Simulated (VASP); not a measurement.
# Rh (I4/mmm) in VASP: notebook, part 2 of 2

VASP 6.6.1. The steps go on from the part before.

## 3. Single point, PBEsol (strain -0.050 along x and y, +0.025 along z)

INCAR reads:

```
ALGO = Fast
EDIFF = 1E-6
ENCUT = 520
GGA = PS
ISIF = 2
ISMEAR = 0
LASPH = True
LCHARG = True
LELF = True
LREAL = False
LVHAR = True
LWAVE = False
NBANDS = 14
NELM = 80
PREC = Accurate
SIGMA = 0.15
```

KPOINTS reads:

```
k-points
0
Gamma
  22 22 22
```

POSCAR reads:

```
Rh
1.0
    0.0000000000      1.8064725000      1.9490887500
    1.8064725000      0.0000000000      1.9490887500
    1.8064725000      1.8064725000      0.0000000000
Rh
1
Direct
    0.0000000000      0.0000000000      0.0000000000
```

Potentials or basis: VASP PAW PBE potentials, release 64 (Rh_pv).

On the command line:

```bash
cat potpaw_PBE.64/Rh_pv/POTCAR > POTCAR
mpirun -np 1 vasp_std > vasp.out
```

OUTCAR:

```text
EDIFF = 1E-6
   ENCUT = 520
   GGA = PS
   ISIF = 2
   ISMEAR = 0
   LASPH = True
   LREAL = False
   NELM = 80
   PREC = Accurate

 ion  position               nearest neighbor table
   1  0.000  0.000  0.000-

  LATTYP: Found a body centered tetragonal cell.
 ALAT       =     2.5547379096
 C/A-ratio  =     1.5258620015

  Lattice vectors:

 A1 = (  -1.8064725000,   0.0000000000,   1.9490887500)
 A2 = (   1.8064725000,   0.0000000000,   1.9490887500)
 A3 = (   0.0000000000,   1.8064725000,  -1.9490887500)

Analysis of symmetry for initial positions (statically):
=====================================================================
 Subroutine PRICEL returns:
 Original cell was already a primitive cell.

 Routine SETGRP: Setting up the symmetry group for a
 body centered tetragonal supercell.

 Subroutine GETGRP returns: Found 16 space group operations
 (whereof 16 operations were pure point group operations)
 out of a pool of 16 trial point group operations.

The static configuration has the point symmetry D_4h.

Analysis of symmetry for dynamics (positions and initial velocities):
=====================================================================
 Subroutine PRICEL returns:
 Original cell was already a primitive cell.

 Routine SETGRP: Setting up the symmetry group for a
 body centered tetragonal supercell.

 Subroutine GETGRP returns: Found 16 space group operations
 (whereof 16 operations were pure point group operations)
 out of a pool of 16 trial point group operations.

The dynamic configuration has the point symmetry D_4h.

 Subroutine INISYM returns: Found 16 space group operations
 (whereof 16 operations are pure point group operations),
 and found     1 'primitive' translations

----------------------------------------------------------------------------------------

[... 111 lines left out ...]
  volume/ion in A,a.u.               =      12.72        85.85
  Fermi-wavevector in a.u.,A,eV,Ry     =   1.729539  3.268356 40.699200  2.991307
  Thomas-Fermi vector in A             =   2.804266
   LORBIT       =      0    0 simple, 1 ext, 2 COOP (PROOUT), +10 PAW based schemes
   GGA     = PS    functional components
   LHFCALC =     F    Hartree Fock is set to
   AEXX    =    0.0000 exact exchange contribution
   IVDW    =     0    specifies the selected vdW correction
   LEPSILON=     F    determine dielectric tensor
   LRPA    =     F    only Hartree local field effects (RPA)
 non-spin polarized calculation
 RMM-DIIS sequential band-by-band and
 Gauss-broadening in eV      SIGMA  =   0.15
  energy-cutoff  :      520.00
  volume of cell :       12.72
 maximum number of plane-waves:       355
   NGX =  9   NGY =  9   NGZ =  9

 number of electron      14.9999995 magnetization

 Free energy of the ion-electron system (eV)
  ---------------------------------------------------
  ext. energy  EPLUGINS =         0.00000000
  ---------------------------------------------------
  free energy    TOTEN  =        -8.04880716 eV

  energy without entropy =       -8.03575517  energy(sigma->0) =       -8.04228117

 E-fermi :  13.2349     XC(G=0): -14.7223

 val. band max:       13.2325268551   @ k =  -0.3636   0.3182   0.2273
 cond. band min:      13.2360925950   @ k =  -0.4091   0.3182   0.1818
 fundamental gap:      0.0035657399
 Fermi energy:        13.2348619759

 k-point     1 :       0.0000    0.0000    0.0000
  band No.  band energies     occupation
      1     -33.2494      2.00000
      2     -33.1979      2.00000
      3     -33.1979      2.00000
      4       4.6039      2.00000
      5       9.1456      2.00000
      6      10.1093      2.00000
      7      10.1093      2.00000
      8      11.5149      2.00000
      9      12.6939      2.00000
     10      29.1884      0.00000
     11      33.3634      0.00000
     12      33.4097      0.00000
     13      35.8722      0.00000
     14      35.8722      0.00000
[... 377 lines left out ...]
      1     -34.1747      2.00000
      2     -33.4256      2.00000
      3     -33.2770      2.00000
      4       6.4700      2.00000
      5       9.1955      2.00000
      6      10.1968      2.00000
      7      12.9550      1.99167
      8      13.6178      0.00031
      9      14.9471      0.00000
     10      22.8451      0.00000
     11      28.6330      0.00000
     12      33.4124      0.00000
     13      34.4679      0.00000
     14      35.9956      0.00000

 [... further k-points ...]
[... 5 lines left out ...]
  --------------------------------------------------------------------------------------
  -------------------------------------------------------------------------------------
  Total        2.3647357      2.3647357      0.4133734      0.0000000      0.0000000      0.0000000
  in kB      297.8302953    297.8302953     52.0629553      0.0000000      0.0000000      0.0000000
  external PRESSURE =     215.9078486 kB  Pullay stress =       0.0000000 kB

 VOLUME and BASIS-vectors are now :
 -----------------------------------------------------------------------------
  energy-cutoff  :      520.00
  volume of cell :       12.72
      direct lattice vectors                 reciprocal lattice vectors
     0.000000000  1.806472500  1.949088750    -0.276782514  0.276782514  0.256530135
     1.806472500  0.000000000  1.949088750     0.276782514 -0.276782514  0.256530135
     1.806472500  1.806472500  0.000000000     0.276782514  0.276782514 -0.256530135

 POSITION                                       TOTAL-FORCE (eV/Angst)
 -----------------------------------------------------------------------------------
      0.00000      0.00000      0.00000         0.000000      0.000000      0.000000
 -----------------------------------------------------------------------------------
    total drift:                                0.000000      0.000000      0.000000

  FREE ENERGIE OF THE ION-ELECTRON SYSTEM (eV)
  ---------------------------------------------------
  free  energy   TOTEN  =        -8.0488071639 eV

  energy  without entropy=       -8.0357551672  energy(sigma->0) =       -8.04228117
```

Run time: 1.9 min. Hardware: 1 thread of Intel Xeon 6975P-C, shared host; peak memory 0.24 GiB.

Results:

```
Free energy : -8.0488 eV
Pressure    : 21.6 GPa
```

Caveat: the cell differs from its parent crystal (strain -0.050 along x and y, +0.025 along z); the PAW data sets were made with another functional, which shifts forces and pressure a little.

## 4. Single point, PBEsol (strain -0.025 along x and y, +0.000 along z)

INCAR reads:

```
SYSTEM = Rh
PREC = Accurate
ENCUT = 520
EDIFF = 1E-7
ISMEAR = 0
SIGMA = 0.15
LREAL = .FALSE.
LASPH = .TRUE.
NELM = 100
ALGO = Fast
ISIF = 2
LWAVE = .FALSE.
LCHARG = .FALSE.
GGA = PS
NBANDS = 14
```

KPOINTS reads:

```
regular mesh
0
G
  22 22 22
  0 0 0
```

POSCAR reads:

```
Rh
1.0
    0.0000000000      1.8540112500      1.9015500000
    1.8540112500      0.0000000000      1.9015500000
    1.8540112500      1.8540112500      0.0000000000
Rh
1
Direct
    0.0000000000      0.0000000000      0.0000000000
```

On the command line:

```bash
cat potpaw_PBE.64/Rh_pv/POTCAR > POTCAR
mpirun -np 1 vasp_std > vasp.out
```

It took 95 s on 1 thread of Intel Xeon 6975P-C, shared host; peak memory 0.24 GiB.

It converged, with:

- Free energy: -8.1264 eV
- Pressure: 10.5 GPa

Stress tensor (GPa, compression positive):
```
12.97  0.00  0.00
 0.00 12.97  0.00
 0.00  0.00  5.60
```

Levels at points of the mesh, in eV from the Fermi level:
| k point | band 5 | band 6 | band 7 | band 8 | band 9 | band 10 |
| --- | --- | --- | --- | --- | --- | --- |
| (0.00, 0.00, 0.00) | -3.54 | -3.24 | -3.24 | -1.25 | -0.88 | 15.90 |
| (0.50, 0.00, 0.00) | -3.58 | -3.27 | 0.57 | 0.60 | 0.71 | 9.13 |
| (0.50, 0.50, 0.00) | -6.43 | 0.64 | 1.07 | 1.07 | 2.88 | 12.41 |
| (0.50, 0.00, 0.50) | -6.45 | 0.60 | 0.96 | 1.23 | 3.44 | 13.14 |

Caveat: the cell differs from its parent crystal (strain -0.025 along x and y, +0.000 along z); the PAW data sets were made with another functional, which shifts forces and pressure a little.

## 5. Overview

```tsv
cell	further INCAR settings	gap on the mesh (eV)	pressure (GPa)
a = 2.589, b = 2.589, c = 2.622 Å, angles 59.6, 59.6, 60.9°, 1 atom	ALGO = Fast; EDIFF = 1e-06; NBANDS = 14	none	30.7
a = 2.657, b = 2.657, c = 2.555 Å, angles 61.3, 61.3, 57.5°, 1 atom	ALGO = Fast; EDIFF = 1e-06; NBANDS = 14	none	21.6
a = 2.656, b = 2.656, c = 2.622 Å, angles 60.4, 60.4, 59.2°, 1 atom	ALGO = Fast; EDIFF = 1e-07; NBANDS = 14	none	10.5
```

Alike in all rows: task single point; level PBEsol; potentials or basis VASP PAW PBE potentials, release 64 (Rh_pv); no spin polarisation; k mesh 22 × 22 × 22; cutoff (eV) 520; smearing gaussian 0.15 eV.

Caveats: the PAW data sets were made with another functional, which shifts forces and pressure a little.

Absolute energies hang on the potentials; compare differences alone.
